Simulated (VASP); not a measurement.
Input of a VASP 6.6.1 run:

INCAR

```
PREC     = Accurate       # precision mode
ENCUT    = 520            # plane-wave cutoff, eV
EDIFF    = 1E-6           # SCF threshold, eV
ISMEAR   = 0              # smearing method
SIGMA    = 0.2            # smearing width, eV
LREAL    = False          # projectors in reciprocal space
LASPH    = True           # aspherical terms in the spheres
NELM     = 100            # most SCF steps
ALGO     = Normal         # electronic algorithm
ISIF     = 2              # what is computed and relaxed
LWAVE    = False          # write WAVECAR
LCHARG   = False          # write CHGCAR
GGA      = PE             # functional
NBANDS   = 29             # bands
```

File KPOINTS:

```
regular mesh
0
Gamma
  4 4 4
```

File POSCAR:

```
Ti3Al2
1.0
    5.0790324047      0.0000000000      0.0000000000
    0.0000000000      5.0790324047      0.0000000000
    0.0000000000      0.0000000000      4.6480286669
Ti Al
3 2
Direct
    0.5000000000      0.5000000000      0.2645926920
    0.5000000000      0.5000000000      0.7354073080
    0.0000000000      0.0000000000      0.5000000000
    0.0000000000      0.5000000000      0.5000000000
    0.5000000000      0.0000000000      0.5000000000
```

Potentials or basis: VASP PAW PBE potentials, release 64 (Ti_sv, Al).

Command:

```console
$ cat potpaw_PBE.64/Ti_sv/POTCAR potpaw_PBE.64/Al/POTCAR > POTCAR
$ mpirun -np 1 vasp_std > vasp.out
```

(1) What does it give for the largest force?

(2) Predict the band gap on the k mesh.

(3) What does it give for the pressure?

Results:

(1) 0.085 eV/Å.

(2) zero (bands 21 and 22 overlap by 0.46 eV).

(3) 0.4 GPa.
